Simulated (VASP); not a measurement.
Runs of VASP 6.6.1 on Zn. The structure is that of space group P6_3/mmc (No. 194), or close to it. The cells are those of the table. 

| spin | cell | k mesh | smearing | gap on the mesh (eV) | pressure (GPa) |
| --- | --- | --- | --- | --- | --- |
| off | a = 2.656, b = 2.656, c = 4.962 Å, angles 90.0, 90.0, 120.0°, 2 atoms | 14 × 14 × 7 | methfessel-paxton 0.2 eV | none | 0.4 |
| off | a = 2.758, b = 2.758, c = 5.154 Å, angles 90.0, 90.0, 120.0°, 2 atoms | 22 × 22 × 11 | fermi-dirac 0.1 eV | none | (a) |
| non-collinear, zero start, SOC | a = 2.656, b = 2.656, c = 4.962 Å, angles 90.0, 90.0, 120.0°, 2 atoms | 14 × 14 × 7 | fermi-dirac 0.1 eV | - | 0.5 |
| off | a = 2.656, b = 2.656, c = 4.962 Å, angles 90.0, 90.0, 120.0°, 2 atoms | 14 × 14 × 7 | methfessel-paxton 0.3 eV | none | 0.4 |
| off | a = 2.656, b = 2.656, c = 4.962 Å, angles 90.0, 90.0, 120.0°, 2 atoms | 22 × 22 × 11 | fermi-dirac 0.1 eV | none | 0.4 |

Alike in all rows: task single point; level PBE; potentials or basis VASP PAW PBE potentials, release 64 (Zn); cutoff (eV) 520.

Problem. Estimate the missing entries.

Solution. (a) -5.9.

Caveats: the cell stands under tension (at least some runs); so wide a smearing shifts energies and pressures (at least some runs).

A gap of «none» marks levels without a gap at the run's occupations.
